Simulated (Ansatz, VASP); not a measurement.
# Two plane-wave programs on Rh

File INCAR:

```
SYSTEM = Rh
PREC = Accurate ; ENCUT = 520
EDIFF = 1E-7 ; ISMEAR = 0
SIGMA = 0.15 ; LREAL = .FALSE.
LASPH = .TRUE. ; NELM = 100
ALGO = Fast ; ISIF = 2
LWAVE = .FALSE. ; LCHARG = .FALSE.
GGA = PS ; NBANDS = 22
```

File KPOINTS:

```
Automatic mesh
0
G
  24 24 12
  0 0 0
```

The input POSCAR:

```
Rh
1.0
    2.8830049769      0.0000000000      0.0000000000
   -1.4415024884      2.4967555492      0.0000000000
    0.0000000000      0.0000000000      3.9737589652
Rh
2
Direct
    0.6666666667      0.3333333333      0.7500000000
    0.3333333333      0.6666666667      0.2500000000
```

Input for Ansatz:

```yaml
crystal:
  lattice:
    - [2.8830049769, 0.0, 0.0]
    - [-1.4415024884, 2.4967555492, 0.0]
    - [0.0, 0.0, 3.9737589652]
  atoms:
    - { symbol: Rh, position: [0.6666666667, 0.3333333333, 0.75] }
    - { symbol: Rh, position: [0.3333333333, 0.6666666667, 0.25] }
basis:
  ecutwfc: 420
kpoints:
  mp_grid: { grid: [24, 24, 12] }
hamiltonian:
  xc: pbesol
scf:
  occupations: { method: gaussian, width: 0.15 }
output:
  forces: true
  stress: true
  eigenvalues: true
  write_density: true
  write_potential: true
  elf: true
  volumetric_format: npy
```

Alike in both runs: task single point; functional PBEsol; k mesh 24 × 24 × 12; occupations gaussian, width 0.15 eV; no spin polarisation.

|  | VASP | Ansatz |
| --- | --- | --- |
| version | VASP 6.6.1 | Ansatz 0.2.0 |
| potentials or method | VASP PAW PBE potentials, release 64 (Rh_pv), cutoff 520 eV | scalar-relativistic, plane waves, PAW |
| valence electrons in the cell | 30 | 34 |

VASP gave:

```
gap on the k mesh at the Fermi level (eV)                     : none
pressure (GPa)                                                : -6.9
traceless stress, the component that is largest in VASP (GPa) : 20.07
```

Q: What did Ansatz give for the same quantities?

A: gap on the k mesh at the Fermi level (eV): none; pressure (GPa): -6.8; traceless stress, the component that is largest in VASP (GPa): 20.09.

VASP's potentials were made for PBE, not for PBEsol. A gap of «none» marks a metal or a gap that the smearing closes. VASP's potentials hold 30 valence electrons a cell and Ansatz's 34, so a difference there can come from the potentials and not from the codes.
